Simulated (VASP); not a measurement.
Wanted: the native input for a VASP 6.6.1 run.

```yaml
Task: single point
Functional: PBEsol
Potentials_or_basis: VASP PAW PBE potentials, release 64 (Al, Si, C, N)
Cutoff: 520 eV
k_mesh: 1 × 1 × 1, shifted
Occupations: fermi-dirac, width 0.05 eV
Spin: no spin polarisation
Dipole_correction: no
Further_INCAR_settings: LREAL = Auto; ALGO = Normal; EDIFF = 1e-06; NBANDS = 46
```

The structure of Al5Si3C3N5 lies in POSCAR:

```
Al5Si3C3N5
1.0
    6.1989050000      0.0000000000      0.0000000000
    0.0000000000      5.3684090000      0.0000000000
    0.0000000000      0.0000000000      5.0078640000
Al Si C N
5 3 3 5
Direct
    0.2301500000      0.1755250000      0.4999930000
    0.0150940000      0.6620220000      0.4788340000
    0.5144220000      0.6915890000      0.4951380000
    0.9943430000      0.3288400000      0.9900230000
    0.2756240000      0.8175540000      0.0005340000
    0.7629060000      0.1665760000      0.4785710000
    0.4925680000      0.3192140000      0.9935450000
    0.7502720000      0.8369580000      0.0059110000
    0.9738930000      0.3046300000      0.3893820000
    0.4965190000      0.2834230000      0.3653420000
    0.7424730000      0.1628770000      0.8834790000
    0.2416390000      0.8234980000      0.4312050000
    0.7522240000      0.8166920000      0.3892840000
    0.2401920000      0.1501100000      0.8989860000
    0.9660300000      0.6547040000      0.8633510000
    0.4991330000      0.6122890000      0.8934960000
```

The input as run:

INCAR

```
SYSTEM = Al5Si3C3N5
PREC = Accurate ; ENCUT = 520
EDIFF = 1E-6 ; ISMEAR = -1
SIGMA = 0.05 ; LREAL = Auto
LASPH = .TRUE. ; NELM = 60
ALGO = Normal ; ISIF = 2
LWAVE = .FALSE. ; LCHARG = .TRUE.
GGA = PS ; LELF = .TRUE.
LVHAR = .TRUE. ; NBANDS = 46
```

KPOINTS

```
Automatic mesh
0
Gamma
  1 1 1
  0.5 0.5 0.5
```

Potentials or basis: VASP PAW PBE potentials, release 64 (Al, Si, C, N).

Run with:

```console
$ cat potpaw_PBE.64/Al/POTCAR potpaw_PBE.64/Si/POTCAR potpaw_PBE.64/C/POTCAR potpaw_PBE.64/N/POTCAR > POTCAR
$ mpirun -np 1 vasp_std > vasp.out
```

It gave:

- Pressure: 8.5 GPa
- Largest force: 9.146 eV/Å
- Band gap on the k mesh: 3.44 eV

Caveat: the k points lie up to 1.25 Å⁻¹ apart; the PAW data sets were made with another functional, which shifts forces and pressure a little.

It took 19 s on 1 thread of Intel(R) Xeon(R) Platinum 8559C (Emerald Rapids) (shared host), peak memory 0.25 GiB.
